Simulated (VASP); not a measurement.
# N in VASP: single point with PBE

Aim: the single point of N with PBE.

All numbers are computed with VASP 6.6.1; they aren't measurements. Logs are shortened: lines on timing, memory, paths and dates and some standing lists are left out, and cuts for length are marked.

### Step 1. The cell of the first run

The cell holds a single atom in a box, 1 atom: a = 14.000 Å, b = 14.400 Å, c = 14.800 Å, α = 90.00°, β = 90.00°, γ = 90.00°.

### Step 2. Single point, PBE, collinear spin, ferromagnetic start

Input file INCAR:

```
SYSTEM = N
PREC = Accurate ; ENCUT = 520
EDIFF = 1E-6 ; ISMEAR = -1
SIGMA = 0.01 ; LREAL = .FALSE.
LASPH = .TRUE. ; NELM = 200
ALGO = Normal ; ISIF = 2
LWAVE = .FALSE. ; LCHARG = .FALSE.
ISPIN = 2 ; MAGMOM = 1
LORBIT = 11 ; GGA = PE
ISYM = 0 ; NBANDS = 12
GGA_COMPAT = .FALSE.
```

Input file KPOINTS:

```
regular mesh
0
G
  1 1 1
  0 0 0
```

Input file POSCAR:

```
N
1.0
   14.0000000000      0.0000000000      0.0000000000
    0.0000000000     14.4000000000      0.0000000000
    0.0000000000      0.0000000000     14.8000000000
N
1
Direct
    0.5000000000      0.5000000000      0.5000000000
```

Potentials or basis: VASP PAW PBE potentials, release 64 (N).

Launch:

```sh
$ cat potpaw_PBE.64/N/POTCAR > POTCAR
$ mpirun -np 1 vasp_gam > vasp.out
```

OUTCAR:

```text
SYSTEM = N
   PREC = Accurate
   ENCUT = 520
   EDIFF = 1E-6
   ISMEAR = -1
   LREAL = .FALSE.
   LASPH = .TRUE.
   NELM = 200
   ISIF = 2
   ISPIN = 2
   LORBIT = 11
   GGA = PE
   ISYM = 0

 ion  position               nearest neighbor table
   1  0.500  0.500  0.500-

IMPORTANT INFORMATION: All symmetrisations will be switched off!
NOSYMM: (Re-)initialisation of all symmetry stuff for point group C_1.

----------------------------------------------------------------------------------------

                                     Primitive cell

  volume of cell :    2983.6800

  direct lattice vectors                    reciprocal lattice vectors
    14.000000000  0.000000000  0.000000000     0.071428571  0.000000000  0.000000000
     0.000000000 14.400000000  0.000000000     0.000000000  0.069444444  0.000000000
     0.000000000  0.000000000 14.800000000     0.000000000  0.000000000  0.067567568

  length of vectors
    14.000000000 14.400000000 14.800000000     0.071428571  0.069444444  0.067567568

  position of ions in fractional coordinates (direct lattice)
     0.500000000  0.500000000  0.500000000

  ion indices of the primitive-cell ions
   primitive index   ion index
                 1           1

----------------------------------------------------------------------------------------

 KPOINTS: regular mesh

Automatic generation of k-mesh.
 Grid dimensions read from file:
 generate k-points for:    1    1    1

 Generating k-lattice:

  Cartesian coordinates                     Fractional coordinates (reciprocal lattice)
     0.071428571  0.000000000  0.000000000     1.000000000  0.000000000  0.000000000
     0.000000000  0.069444444  0.000000000     0.000000000  1.000000000  0.000000000
     0.000000000  0.000000000  0.067567568     0.000000000  0.000000000  1.000000000

  Length of vectors
     0.071428571  0.069444444  0.067567568

  Shift w.r.t. Gamma in fractional coordinates (k-lattice)
     0.000000000  0.000000000  0.000000000

 Subroutine IBZKPT returns following result:
 ===========================================

 Found      1 irreducible k-points:

 Following reciprocal coordinates:
            Coordinates               Weight
  0.000000  0.000000  0.000000      1.000000
   k-points           NKPTS =      1   k-points in BZ     NKDIM =      1   number of bands    NBANDS=     12
   number of dos      NEDOS =    301   number of ions     NIONS =      1
   total plane-waves  NPLWV = ******
   dimension x,y,z NGX =   108 NGY =  108 NGZ =  112
   dimension x,y,z NGXF=   216 NGYF=  216 NGZF=  224
   ions per type =               1
   NGX,Y,Z   is equivalent  to a cutoff of  12.82, 12.47, 12.58 a.u.
   NGXF,Y,Z  is equivalent  to a cutoff of  25.65, 24.94, 25.16 a.u.
 SYSTEM =  N
   PREC   = accura    normal or accurate (medium, high low for compatibility)
   ISTART =      0    job   : 0-new  1-cont  2-samecut
   ICHARG =      2    charge: 1-file 2-atom 10-const
   ISPIN  =      2    spin polarized calculation?
   LNONCOLLINEAR =      F non collinear calculations
   LSORBIT =      F    spin-orbit coupling
   LASPH  =      T    aspherical Exc in radial PAW
   ENCUT  =  520.0 eV  38.22 Ry    6.18 a.u.  26.03 26.77 27.52*2*pi/ulx,y,z
   NELM   =    200;   NELMIN=  2; NELMDL= -5     # of ELM steps
   EDIFF  = 0.1E-05   stopping-criterion for ELM
   LREAL  =      F    real-space projection
   EDIFFG = 0.1E-04   stopping-criterion for IOM
   NSW    =      0    number of steps for IOM
   IBRION =     -1    ionic relax: 0-MD 1-quasi-New 2-CG
   NFREE  =      0    steps in history (QN), initial steepest desc. (CG)
   ISIF   =      2    stress and relaxation
   ISYM   =      0    0-nonsym 1-usesym 2-fastsym
   POTIM  = 0.5000    time-step for ionic-motion
   TEBEG  =    0.0;   TEEND  =   0.0 temperature during run
   PSTRESS=    0.0 pullay stress
   NELECT =       5.0000    total number of electrons
   NUPDOWN=      -1.0000    fix difference up-down
   EMIN   =  10.00;   EMAX   =-10.00  energy-range for DOS
   EFERMI =   0.00;   METHOD = LEGACY
   ISMEAR =    -1;   SIGMA  =   0.01  broadening in eV -4-tet -1-fermi 0-gaus
   EFERMI_NEDOS =   21; number of points for ismear=-14 and -15
   IALGO  =     38    algorithm
   IMIX   =      4    mixing-type and parameters
     AMIX     =   0.40;   BMIX     =  1.00
     AMIX_MAG =   1.60;   BMIX_MAG =  1.00
  volume/ion in A,a.u.               =    2983.68     20134.87
  Fermi-wavevector in a.u.,A,eV,Ry     =   0.194453  0.367462  0.514462  0.037812
  Thomas-Fermi vector in A             =   0.940288
   LORBIT       =     11    0 simple, 1 ext, 2 COOP (PROOUT), +10 PAW based schemes
   GGA     = PE    functional components
   LHFCALC =     F    Hartree Fock is set to
   AEXX    =    0.0000 exact exchange contribution
   IVDW    =     0    specifies the selected vdW correction
   LEPSILON=     F    determine dielectric tensor
   LRPA    =     F    only Hartree local field effects (RPA)
 spin polarized calculation
  energy-cutoff  :      520.00
  volume of cell :     2983.68
 maximum number of plane-waves:     40220
 NGX is ok and might be reduce to   108
   NGX = 53   NGY = 53   NGZ = 55

 number of electron       4.9999999 magnetization       2.9999835

 Free energy of the ion-electron system (eV)
  ---------------------------------------------------
  ext. energy  EPLUGINS =         0.00000000
  ---------------------------------------------------
  free energy    TOTEN  =        -3.12398473 eV

  energy without entropy =       -3.12398473  energy(sigma->0) =       -3.12398473

 E-fermi :  -7.9880     XC(G=0):  -0.1561

 val. band max:       -8.2688389397   @ k =   0.0000   0.0000   0.0000
 cond. band min:      -4.1007876177   @ k =   0.0000   0.0000   0.0000
 fundamental gap:      4.1680513220
 Fermi energy:        -7.9880179373

 spin component 1

 k-point     1 :       0.0000    0.0000    0.0000
  band No.  band energies     occupation
      1     -19.8506      1.00000
      2      -8.2688      1.00000
      3      -8.2688      1.00000
      4      -8.2688      1.00000
      5      -0.3296      0.00000
      6       0.3146      0.00000
      7       0.5211      0.00000
      8       0.5529      0.00000
      9       0.5868      0.00000
     10       0.6886      0.00000
     11       0.7371      0.00000
     12       1.1819      0.00000
 Fermi energy:        -7.9880179373

 spin component 2

 k-point     1 :       0.0000    0.0000    0.0000
  band No.  band energies     occupation
      1     -15.2735      1.00000
      2      -4.1008      0.00000
      3      -4.1008      0.00000
      4      -4.1007      0.00000
      5      -0.0338      0.00000
      6       0.6156      0.00000
      7       0.6737      0.00000
      8       0.7096      0.00000
      9       0.7203      0.00000
     10       0.7500      0.00000
     11       0.7598      0.00000
     12       1.3744      0.00000

------------------------ aborting loop because EDIFF is reached ----------------------------------------

  FORCE on cell =-STRESS in cart. coord.  units (eV):
  Direction    XX          YY          ZZ          XY          YZ          ZX
  --------------------------------------------------------------------------------------
  -------------------------------------------------------------------------------------
  Total       -0.0168732     -0.0163837     -0.0165060      0.0000001      0.0000003     -0.0000001
  in kB       -0.0090606     -0.0087977     -0.0088634      0.0000001      0.0000002     -0.0000001
  external PRESSURE =      -0.0089072 kB  Pullay stress =       0.0000000 kB

 VOLUME and BASIS-vectors are now :
 -----------------------------------------------------------------------------
  energy-cutoff  :      520.00
  volume of cell :     2983.68
      direct lattice vectors                 reciprocal lattice vectors
    14.000000000  0.000000000  0.000000000     0.071428571  0.000000000  0.000000000
     0.000000000 14.400000000  0.000000000     0.000000000  0.069444444  0.000000000
     0.000000000  0.000000000 14.800000000     0.000000000  0.000000000  0.067567568

 POSITION                                       TOTAL-FORCE (eV/Angst)
 -----------------------------------------------------------------------------------
      7.00000      7.20000      7.40000         0.000000      0.000000     -0.000000
 -----------------------------------------------------------------------------------
    total drift:                                0.000000      0.000000     -0.000000

  FREE ENERGIE OF THE ION-ELECTRON SYSTEM (eV)
  ---------------------------------------------------
  free  energy   TOTEN  =        -3.1239847307 eV

  energy  without entropy=       -3.1239847307  energy(sigma->0) =       -3.12398473

 total charge

# of ion       s       p       d       tot
------------------------------------------
    1        1.364   1.907   0.000   3.271

 magnetization (x)

# of ion       s       p       d       tot
------------------------------------------
    1        0.039   1.907   0.000   1.946
```

stdout:

```text
POSCAR found type information on POSCAR N
 POSCAR found :  1 types and       1 ions
 scaLAPACK will be used
 LDA part: xc-table for (Slater+PW92), standard interpolation
 POSCAR, INCAR and KPOINTS ok, starting setup
 FFT: planning ... GRIDC
 FFT: planning ... GRID_SOFT
 FFT: planning ... GRID
 WAVECAR not read
 entering main loop
```

Run time: 14 min. Hardware: 1 thread of Intel Xeon 8259CL, shared host; peak memory 2.7 GiB.

Results:

```
Free energy                                           : -3.1240 eV
Pressure                                              : 0.0 GPa
Band gap on the k mesh                                : 4.17 eV
Net moment                                            : 3.00 μB per cell
Site moments                                          : N +1.95 μB
Valence electrons inside the program's atomic spheres : N 3.27
```
